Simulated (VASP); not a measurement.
# Zr (I4/mmm) in VASP: single point with PBEsol

Aim: the single point of Zr with PBEsol.

Everything below comes from runs of VASP 6.6.1. Logs are shortened: lines on timing, memory, paths and dates and some standing lists are left out, and cuts for length are marked.

## 1. The cell of the first run

It takes space group I4/mmm (No. 139, tetragonal). The conventional cell has a = 3.484 Å, b = 3.484 Å, c = 2.868 Å, α = 90.00°, β = 90.00°, γ = 90.00°. Zr (site symmetry 4/mmm) has 14 Zr at 2.85 to 3.48 Å within 3.8 Å.

## 2. Single point, PBEsol

The input, INCAR:

```
ALGO = Normal
EDIFF = 1E-6
ENCUT = 500
GGA = PS
GGA_COMPAT = False
ISIF = 2
ISMEAR = -1
LASPH = True
LCHARG = False
LREAL = False
LWAVE = False
NBANDS = 12
NELM = 120
PREC = Accurate
SIGMA = 0.1
```

The input, KPOINTS:

```
k-points
0
Gamma
  15 15 15
```

The input, POSCAR:

```
Zr
1.0
   -1.7418530000      1.7418530000      1.4341550000
    1.7418530000     -1.7418530000      1.4341550000
    1.7418530000      1.7418530000     -1.4341550000
Zr
1
Direct
    0.0000000000      0.0000000000      0.0000000000
```

Potentials or basis: VASP PAW PBE potentials, release 64 (Zr_sv).

On the command line:

```sh
$ cat potpaw_PBE.64/Zr_sv/POTCAR > POTCAR
$ mpirun -np 1 vasp_std > vasp.out
```

OUTCAR:

```text
EDIFF = 1E-6
   ENCUT = 500
   GGA = PS
   ISIF = 2
   ISMEAR = -1
   LASPH = True
   LREAL = False
   NELM = 120
   PREC = Accurate

 ion  position               nearest neighbor table
   1  0.000  0.000  0.000-

  LATTYP: Found a body centered tetragonal cell.
 ALAT       =     3.4837060000
 C/A-ratio  =     0.8233501909

  Lattice vectors:

 A1 = (  -1.7418530000,   1.7418530000,   1.4341550000)
 A2 = (   1.7418530000,  -1.7418530000,   1.4341550000)
 A3 = (   1.7418530000,   1.7418530000,  -1.4341550000)

Analysis of symmetry for initial positions (statically):
=====================================================================
 Subroutine PRICEL returns:
 Original cell was already a primitive cell.

 Routine SETGRP: Setting up the symmetry group for a
 body centered tetragonal supercell.

 Subroutine GETGRP returns: Found 16 space group operations
 (whereof 16 operations were pure point group operations)
 out of a pool of 16 trial point group operations.

The static configuration has the point symmetry D_4h.

Analysis of symmetry for dynamics (positions and initial velocities):
=====================================================================
 Subroutine PRICEL returns:
 Original cell was already a primitive cell.

 Routine SETGRP: Setting up the symmetry group for a
 body centered tetragonal supercell.

 Subroutine GETGRP returns: Found 16 space group operations
 (whereof 16 operations were pure point group operations)
 out of a pool of 16 trial point group operations.

The dynamic configuration has the point symmetry D_4h.

 Subroutine INISYM returns: Found 16 space group operations
 (whereof 16 operations are pure point group operations),
 and found     1 'primitive' translations

----------------------------------------------------------------------------------------

                                     Primitive cell

  volume of cell :      17.4052

  direct lattice vectors                    reciprocal lattice vectors
    -1.741853000  1.741853000  1.434155000     0.000000000  0.287050629  0.348637351
     1.741853000 -1.741853000  1.434155000     0.287050629  0.000000000  0.348637351
     1.741853000  1.741853000 -1.434155000     0.287050629  0.287050629  0.000000000

  length of vectors
     2.850421778  2.850421778  2.850421778     0.451603882  0.451603882  0.405950893

  position of ions in fractional coordinates (direct lattice)
     0.000000000  0.000000000  0.000000000

  ion indices of the primitive-cell ions
   primitive index   ion index
                 1           1

----------------------------------------------------------------------------------------

 KPOINTS: k-points

Automatic generation of k-mesh.
 Grid dimensions read from file:
 generate k-points for:   15   15   15

 Generating k-lattice:

  Cartesian coordinates                     Fractional coordinates (reciprocal lattice)
     0.000000000  0.019136709  0.023242490     0.066666667  0.000000000 -0.000000000
     0.019136709  0.000000000  0.023242490     0.000000000  0.066666667 -0.000000000
     0.019136709  0.019136709  0.000000000     0.000000000  0.000000000  0.066666667

  Length of vectors
     0.030106925  0.030106925  0.027063393

  Shift w.r.t. Gamma in fractional coordinates (k-lattice)
     0.000000000  0.000000000  0.000000000

 Subroutine IBZKPT returns following result:
 ===========================================

 Found    288 irreducible k-points:

 Following reciprocal coordinates:
            Coordinates               Weight
  0.000000  0.000000  0.000000      1.000000
  0.066667  0.000000  0.000000      8.000000
  0.133333  0.000000 -0.000000      8.000000
  0.200000 -0.000000  0.000000      8.000000
  0.266667  0.000000 -0.000000      8.000000
  0.333333 -0.000000  0.000000      8.000000
[... 16 lines left out ...]
  0.133333  0.133333  0.000000      8.000000
  0.200000  0.133333 -0.000000     16.000000
 [... further k-points ...]
   k-points           NKPTS =    288   k-points in BZ     NKDIM =    288   number of bands    NBANDS=     12
   number of dos      NEDOS =    301   number of ions     NIONS =      1
   total plane-waves  NPLWV =  13824
   dimension x,y,z NGX =    24 NGY =   24 NGZ =   24
   dimension x,y,z NGXF=    48 NGYF=   48 NGZF=   48
   ions per type =               1
   NGX,Y,Z   is equivalent  to a cutoff of  14.00, 14.00, 14.00 a.u.
   NGXF,Y,Z  is equivalent  to a cutoff of  28.00, 28.00, 28.00 a.u.
 SYSTEM =  unknown system
   PREC   = accura    normal or accurate (medium, high low for compatibility)
   ISTART =      0    job   : 0-new  1-cont  2-samecut
   ICHARG =      2    charge: 1-file 2-atom 10-const
   ISPIN  =      1    spin polarized calculation?
   LNONCOLLINEAR =      F non collinear calculations
   LSORBIT =      F    spin-orbit coupling
   LASPH  =      T    aspherical Exc in radial PAW
   ENCUT  =  500.0 eV  36.75 Ry    6.06 a.u.   5.20  5.20  5.20*2*pi/ulx,y,z
   NELM   =    120;   NELMIN=  2; NELMDL= -5     # of ELM steps
   EDIFF  = 0.1E-05   stopping-criterion for ELM
   LREAL  =      F    real-space projection
   EDIFFG = 0.1E-04   stopping-criterion for IOM
   NSW    =      0    number of steps for IOM
   IBRION =     -1    ionic relax: 0-MD 1-quasi-New 2-CG
   NFREE  =      0    steps in history (QN), initial steepest desc. (CG)
   ISIF   =      2    stress and relaxation
   ISYM   =      2    0-nonsym 1-usesym 2-fastsym
   POTIM  = 0.5000    time-step for ionic-motion
   TEBEG  =    0.0;   TEEND  =   0.0 temperature during run
   PSTRESS=    0.0 pullay stress
   NELECT =      12.0000    total number of electrons
   NUPDOWN=      -1.0000    fix difference up-down
   EMIN   =  10.00;   EMAX   =-10.00  energy-range for DOS
   EFERMI =   0.00;   METHOD = LEGACY
   ISMEAR =    -1;   SIGMA  =   0.10  broadening in eV -4-tet -1-fermi 0-gaus
   EFERMI_NEDOS =   21; number of points for ismear=-14 and -15
   IALGO  =     38    algorithm
   IMIX   =      4    mixing-type and parameters
     AMIX     =   0.40;   BMIX     =  1.00
     AMIX_MAG =   1.60;   BMIX_MAG =  1.00
  volume/ion in A,a.u.               =      17.41       117.46
  Fermi-wavevector in a.u.,A,eV,Ry     =   1.446246  2.733009 28.458326  2.091628
  Thomas-Fermi vector in A             =   2.564336
   LORBIT       =      0    0 simple, 1 ext, 2 COOP (PROOUT), +10 PAW based schemes
   GGA     = PS    functional components
   LHFCALC =     F    Hartree Fock is set to
   AEXX    =    0.0000 exact exchange contribution
   IVDW    =     0    specifies the selected vdW correction
   LEPSILON=     F    determine dielectric tensor
   LRPA    =     F    only Hartree local field effects (RPA)
 non-spin polarized calculation
  energy-cutoff  :      500.00
  volume of cell :       17.41
 maximum number of plane-waves:       453
 NGX is ok and might be reduce to    24
   NGX = 11   NGY = 11   NGZ = 11

 number of electron      12.0000000 magnetization

 Free energy of the ion-electron system (eV)
  ---------------------------------------------------
  ext. energy  EPLUGINS =         0.00000000
  ---------------------------------------------------
  free energy    TOTEN  =        -8.67275243 eV

  energy without entropy =       -8.64144333  energy(sigma->0) =       -8.65709788

 E-fermi :  12.1812     XC(G=0): -12.5965

 val. band max:       12.1772389571   @ k =  -0.1333   0.2667   0.1333
 cond. band min:      12.1879792924   @ k =   0.2000   0.1333  -0.0000
 fundamental gap:      0.0107403353
 Fermi energy:        12.1811987585

 k-point     1 :       0.0000    0.0000    0.0000
  band No.  band energies     occupation
      1     -35.9316      2.00000
      2     -12.7946      2.00000
      3     -12.7946      2.00000
      4     -12.6187      2.00000
      5       6.6040      2.00000
      6      11.7613      1.97044
      7      14.4148      0.00000
      8      14.7079      0.00000
      9      14.7079      0.00000
     10      18.3354      0.00000
     11      24.7262      0.00000
     12      24.7262      0.00000

 k-point     2 :       0.0667    0.0000    0.0000
  band No.  band energies     occupation
      1     -35.9086      2.00000
      2     -12.8558      2.00000
      3     -12.8264      2.00000
      4     -12.6918      2.00000
      5       6.8395      2.00000
      6      11.8387      1.93695
      7      14.3523      0.00000
      8      14.5906      0.00000
      9      14.6749      0.00000
     10      18.0742      0.00000
     11      25.2201      0.00000
     12      25.2766      0.00000

 k-point     3 :       0.1333    0.0000   -0.0000
  band No.  band energies     occupation
      1     -35.8433      2.00000
      2     -13.1414      2.00000
      3     -12.9151      2.00000
      4     -12.7766      2.00000
      5       7.4814      2.00000
      6      11.9117      1.87350
      7      13.7692      0.00000
      8      14.5151      0.00000
      9      15.0888      0.00000
     10      17.5736      0.00000
     11      26.4629      0.00000
     12      26.5695      0.00000

 k-point     4 :       0.2000   -0.0000    0.0000
  band No.  band energies     occupation
      1     -35.7454      2.00000
      2     -13.5982      2.00000
      3     -13.0431      2.00000
      4     -12.8427      2.00000
      5       8.3057      2.00000
      6      11.6636      1.98876
      7      13.1548      0.00012
      8      14.9999      0.00000
      9      15.8075      0.00000
     10      17.1518      0.00000
     11      26.7912      0.00000
     12      28.5259      0.00000

 k-point     5 :       0.2667    0.0000   -0.0000
  band No.  band energies     occupation
      1     -35.6307      2.00000
      2     -14.1041      2.00000
      3     -13.1859      2.00000
      4     -12.9092      2.00000
      5       8.8575      2.00000
      6      11.1648      1.99992
      7      13.1101      0.00018
      8      16.0941      0.00000
      9      16.6798      0.00000
     10      16.9630      0.00000
     11      25.8266      0.00000
     12      30.7364      0.00000
[... 228 lines left out ...]
      1     -35.8767      2.00000
      2     -13.0745      2.00000
      3     -12.8260      2.00000
      4     -12.7110      2.00000
      5       7.1968      2.00000
      6      11.8858      1.90094
      7      14.0446      0.00000
      8      14.4438      0.00000
      9      15.0756      0.00000
     10      17.9291      0.00000
     11      25.5647      0.00000
     12      26.0036      0.00000

 k-point    22 :      -0.0667    0.0667    0.0000
  band No.  band energies     occupation
      1     -35.9150      2.00000
      2     -12.9060      2.00000
      3     -12.7889      2.00000
      4     -12.6392      2.00000
      5       6.7939      2.00000
      6      11.8111      1.95178
      7      14.2526      0.00000
      8      14.6182      0.00000
      9      14.8827      0.00000
     10      18.1973      0.00000
     11      24.9479      0.00000
     12      25.1501      0.00000

 k-point    23 :       0.1333    0.1333    0.0000
  band No.  band energies     occupation
      1     -35.6754      2.00000
      2     -13.9042      2.00000
      3     -13.0120      2.00000
      4     -12.9988      2.00000
      5       8.8214      2.00000
      6      11.6559      1.98959
      7      12.4626      0.11318
      8      15.2868      0.00000
      9      16.3991      0.00000
     10      16.9446      0.00000
     11      27.4406      0.00000
     12      29.4751      0.00000

 k-point    24 :       0.2000    0.1333   -0.0000
  band No.  band energies     occupation
      1     -35.5678      2.00000
      2     -14.3309      2.00000
      3     -13.1691      2.00000
      4     -13.0693      2.00000
      5       9.2670      2.00000
      6      11.3913      1.99926
      7      12.1880      0.96611
      8      16.0513      0.00000
      9      16.6355      0.00000
     10      18.1533      0.00000
     11      26.8907      0.00000
     12      29.7927      0.00000

 [... further k-points ...]

------------------------ aborting loop because EDIFF is reached ----------------------------------------

  FORCE on cell =-STRESS in cart. coord.  units (eV):
  Direction    XX          YY          ZZ          XY          YZ          ZX
  --------------------------------------------------------------------------------------
  -------------------------------------------------------------------------------------
  Total        3.4400493      3.4400493      3.5937292      0.0000000     -0.0000000      0.0000000
  in kB      316.6621586    316.6621586    330.8086405      0.0000000     -0.0000000      0.0000000
  external PRESSURE =     321.3776526 kB  Pullay stress =       0.0000000 kB

 VOLUME and BASIS-vectors are now :
 -----------------------------------------------------------------------------
  energy-cutoff  :      500.00
  volume of cell :       17.41
      direct lattice vectors                 reciprocal lattice vectors
    -1.741853000  1.741853000  1.434155000     0.000000000  0.287050629  0.348637351
     1.741853000 -1.741853000  1.434155000     0.287050629  0.000000000  0.348637351
     1.741853000  1.741853000 -1.434155000     0.287050629  0.287050629  0.000000000

 POSITION                                       TOTAL-FORCE (eV/Angst)
 -----------------------------------------------------------------------------------
      0.00000      0.00000      0.00000        -0.000000     -0.000000      0.000000
 -----------------------------------------------------------------------------------
    total drift:                               -0.000000      0.000000      0.000000

  FREE ENERGIE OF THE ION-ELECTRON SYSTEM (eV)
  ---------------------------------------------------
  free  energy   TOTEN  =        -8.6727524330 eV

  energy  without entropy=       -8.6414433251  energy(sigma->0) =       -8.65709788
```

It took 82 s on 1 thread of AMD EPYC 7R43 (Zen 3), shared host; peak memory 0.14 GiB.

What came out:

* Free energy: -8.6728 eV
* Pressure: 32.1 GPa
* Band gap on the k mesh: zero (bands 6 and 7 overlap by 1.63 eV)

Stress tensor (GPa, compression positive):
```
31.67  0.00  0.00
 0.00 31.67  0.00
 0.00  0.00 33.08
```

Caveat: the cell stands under pressure; the PAW data sets were made with another functional, which shifts forces and pressure a little.
